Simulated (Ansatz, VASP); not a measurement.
One calculation of CdS, two programs

POSCAR

```
CdS
1.0
    0.0000000000      2.9165000000      2.9165000000
    2.9165000000      0.0000000000      2.9165000000
    2.9165000000      2.9165000000      0.0000000000
Cd S
1 1
Direct
    0.0000000000      0.0000000000      0.0000000000
    0.7500000000      0.7500000000      0.7500000000
```

The input INCAR.step1:

```
ALGO     = Normal         # electronic algorithm
EDIFF    = 1E-5           # SCF threshold, eV
ENCUT    = 520            # plane-wave cutoff, eV
GGA      = PE             # functional
ISIF     = 2              # what is computed and relaxed
ISMEAR   = -1             # smearing method
LASPH    = T              # aspherical terms in the spheres
LCHARG   = F              # write CHGCAR
LREAL    = F              # projectors in reciprocal space
LWAVE    = T              # write WAVECAR
NBANDS   = 16             # bands
NELM     = 60             # most SCF steps
PREC     = Accurate       # precision mode
SIGMA    = 0.05           # smearing width, eV
```

INCAR.step2

```
AEXX     = 0.25           # exact-exchange fraction
ALGO     = Normal         # electronic algorithm
EDIFF    = 1E-6           # SCF threshold, eV
ENCUT    = 520            # plane-wave cutoff, eV
GGA      = PE             # functional
ISIF     = 2              # what is computed and relaxed
ISMEAR   = -1             # smearing method
ISTART   = 1            
LASPH    = T              # aspherical terms in the spheres
LCHARG   = F              # write CHGCAR
LHFCALC  = T              # exact exchange
LREAL    = F              # projectors in reciprocal space
LWAVE    = F              # write WAVECAR
NBANDS   = 16             # bands
NELM     = 60             # most SCF steps
PREC     = Accurate       # precision mode
PRECFOCK = Normal       
SIGMA    = 0.05           # smearing width, eV
```

The input KPOINTS:

```
k-points
0
Gamma
  4 4 4
```

The input input.yaml:

```yaml
crystal:
  lattice:
    - [0.0, 2.9165, 2.9165]
    - [2.9165, 0.0, 2.9165]
    - [2.9165, 2.9165, 0.0]
  atoms:
    - { symbol: Cd, position: [0.0, 0.0, 0.0] }
    - { symbol: S, position: [0.75, 0.75, 0.75] }
kpoints:
  mp_grid: { grid: [4, 4, 4] }
scf:
  occupations: { method: fermi_dirac, width: 0.05 }
hamiltonian:
  xc: pbe0
  pseudopotentials: { kind: all_electron, datasets: crystal }
output:
  forces: true
  stress: true
```

Alike in both runs: task single point; functional PBE0; k mesh 4 × 4 × 4; occupations fermi-dirac, width 0.05 eV; no spin polarisation.

|  | VASP | Ansatz |
| --- | --- | --- |
| version | VASP 6.6.1 | Ansatz 0.2.0 |
| potentials or method | VASP PAW PBE potentials, release 64 (Cd, S), cutoff 520 eV | all-electron PAW datasets made for the crystal |

VASP gave:

```
gap on the k mesh at the Fermi level (eV) : 2.90
least direct gap on the mesh (eV)         : 2.90
pressure (GPa)                            : 1.9
```

Problem. Which values does Ansatz return?

Solution. gap on the k mesh at the Fermi level (eV): 2.85; least direct gap on the mesh (eV): 2.85; pressure (GPa): 1.7.

Ansatz ran all-electron here, and VASP with PAW potentials.

The k mesh is coarse, so the values compare programs but aren't converged.
